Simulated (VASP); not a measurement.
Runs of VASP 6.6.1 on GaSb. The structure is that of space group F-43m (No. 216), or close to it. The cells are those of the table. 

| cell | gap on the mesh (eV) | pressure (GPa) |
| --- | --- | --- |
| a = 4.326, b = 4.294, c = 4.294 Å, angles 60.5, 59.8, 59.8°, 2 atoms | 0.50 | 1.3 |
| a = 4.326, b = 4.359, c = 4.359 Å, angles 59.5, 60.2, 60.2°, 2 atoms | (a) | -0.3 |
| a = 4.326, b = 4.441, c = 4.441 Å, angles 58.3, 60.9, 60.9°, 2 atoms | none | -2.0 |
| a = 4.326, b = 4.391, c = 4.391 Å, angles 59.0, 60.5, 60.5°, 2 atoms | (b) | -1.1 |
| a = 4.326, b = 4.424, c = 4.424 Å, angles 58.5, 60.7, 60.7°, 2 atoms | - | -1.7 |

Alike in all rows: task single point; level r2SCAN; potentials or basis VASP PAW PBE potentials, release 64 (Ga_d, Sb); no spin polarisation; k mesh 10 × 10 × 10; cutoff (eV) 520; smearing gaussian 0.05 eV.

Q: Estimate the missing entries.

A: (a) 0.30; (b) 0.16.

Caveats: the PAW data sets were made with another functional, which shifts forces and pressure a little; spin-orbit coupling is left out, which moves the levels of the heavy elements; semilocal functionals underestimate gaps, so a narrow gap can read as zero (at least some runs).

A k mesh can miss the band edges, and the runs leave out spin-orbit coupling on Ga, Sb.

A gap of «none» marks levels without a gap at the run's occupations.
